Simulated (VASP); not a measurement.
Write the native input for VASP 6.6.1 that does the following.

```
Task                   : single point
Functional             : r2SCAN
Potentials or basis    : VASP PAW PBE potentials, release 64 (W_sv, Se)
Cutoff                 : 520 eV
k mesh                 : 9 × 9 × 2
Occupations            : gaussian, width 0.02 eV
Spin                   : no spin polarisation
Dipole correction      : no
Further INCAR settings : ALGO = Normal; EDIFF = 1e-06; NBANDS = 35
```

System: WSe2, a slab with vacuum.

```
W Se
1.0
     3.44114    0.00000    0.00000
    -1.72057    2.98012    0.00000
     0.00000    0.00000   24.60188
W Se
2 4
Direct
  0.66667 0.33333 0.14024
  0.33333 0.66667 0.85976
  0.33333 0.66667 0.21008
  0.66667 0.33333 0.92592
  0.33333 0.66667 0.07408
  0.66667 0.33333 0.78992
```

This cell differs from its parent crystal: strained.

The input as run:

POSCAR

```
WSe2
1.0
    3.4411446965      0.0000000000      0.0000000000
   -1.7205723482      2.9801187253      0.0000000000
    0.0000000000      0.0000000000     24.6018776570
W Se
2 4
Direct
    0.6666666667      0.3333333333      0.1402372236
    0.3333333333      0.6666666667      0.8597627764
    0.3333333333      0.6666666667      0.2100785945
    0.6666666667      0.3333333333      0.9259177369
    0.3333333333      0.6666666667      0.0740822631
    0.6666666667      0.3333333333      0.7899214055
```

INCAR.step1

```
PREC = Accurate
ENCUT = 520
ISMEAR = 0
SIGMA = 0.02
LREAL = False
LASPH = True
NELM = 100
NBANDS = 35
GGA = PE
ALGO = Normal
EDIFF = 1E-4
LWAVE = True
LCHARG = False
```

INCAR.step2

```
PREC = Accurate
ENCUT = 520
EDIFF = 1E-6
ISMEAR = 0
SIGMA = 0.02
LREAL = False
LASPH = True
NELM = 100
ALGO = Normal
ISIF = 2
LWAVE = False
LCHARG = True
METAGGA = R2SCAN
LMIXTAU = True
LELF = True
LVHAR = True
NBANDS = 35
ISTART = 1
```

KPOINTS

```
regular mesh
0
Gamma
  9 9 2
```

Potentials or basis: VASP PAW PBE potentials, release 64 (W_sv, Se).

Launch:

```bash
$ cat potpaw_PBE.64/W_sv/POTCAR potpaw_PBE.64/Se/POTCAR > POTCAR
$ cp INCAR.step1 INCAR
$ mpirun -np 1 vasp_std > vasp.out
$ cp INCAR.step2 INCAR
$ mpirun -np 1 vasp_std > vasp.out
```

It gave:

```yaml
Largest_force: 1.390 eV/Å
Band_gap_on_the_k_mesh: 1.04 eV (least direct gap 1.30 eV)
```

Caveat: the cell differs from its parent crystal (strained); the PAW data sets were made with another functional, which shifts forces and pressure a little; spin-orbit coupling is left out, which moves the levels of the heavy elements.

Wall time 11 min on 1 thread of AMD EPYC 9R45 96-Core Processor (Zen 5) (shared host), peak memory 0.49 GiB.
